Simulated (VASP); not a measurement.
## ZnS: single point with PBE

Crystal: ZnS.

```
Zn S
1.0
     3.84549    0.00000    0.00000
    -1.92275    3.33029    0.00000
     0.00000    0.00000   12.61067
Zn S
4 4
Direct
  0.33333 0.66667 0.00261
  0.33333 0.66667 0.50261
  0.62316 0.30148 0.25261
  0.71017 0.36518 0.75261
  0.29449 0.63823 0.18989
  0.37218 0.69510 0.68989
  0.66439 0.33167 0.43989
  0.66894 0.33500 0.93989
```

This cell differs from its parent crystal: atoms displaced along a vibrational mode.

* Program: VASP 6.6.1
* Task: single point
* Functional: PBE
* Potentials or basis: VASP PAW PBE potentials, release 64 (Zn, S)
* Cutoff: 520 eV
* k mesh: 12 × 12 × 2
* Occupations: gaussian, width 0.05 eV
* Spin: no spin polarisation

* Pressure: 0.1 GPa
* Largest force: 0.117 eV/Å
* Band gap on the k mesh: 2.07 eV

Forces on the atoms (eV/Å):
```
Zn   0.005  0.000  0.010
Zn   0.005  0.000  0.010
Zn   0.076  0.080  0.014
Zn  -0.084 -0.080  0.014
S    0.040  0.035 -0.009
S   -0.030 -0.035 -0.009
S   -0.004  0.002 -0.014
S   -0.008 -0.002 -0.014
```

Levels at points of the mesh, in eV from the valence-band top:
```tsv
k point	band 34	band 35	band 36	band 37	band 38	band 39
(0.00, 0.00, 0.00)	-0.06	-0.01	0.00	2.07	3.06	3.47
(0.50, 0.00, 0.00)	-1.54	-1.47	-0.85	3.49	3.52	3.73
(0.00, 0.50, 0.00)	-1.54	-1.47	-0.85	3.50	3.52	3.71
(0.50, 0.50, 0.00)	-1.54	-1.47	-0.85	3.52	3.53	3.70
(0.00, 0.00, 0.50)	-0.16	-0.12	-0.11	2.97	2.97	3.20
(0.50, 0.00, 0.50)	-1.24	-1.07	-1.06	3.32	3.56	3.76
(0.00, 0.50, 0.50)	-1.28	-1.06	-1.05	3.36	3.54	3.77
(0.50, 0.50, 0.50)	-1.33	-1.05	-1.05	3.41	3.48	3.79
```

It took 25 min on 1 thread of Oxide Virtual Turin-like Processor, on a shared host, peak memory 0.81 GiB.

Caveat: the cell differs from its parent crystal (atoms displaced along a vibrational mode). A k mesh can miss the band edges.
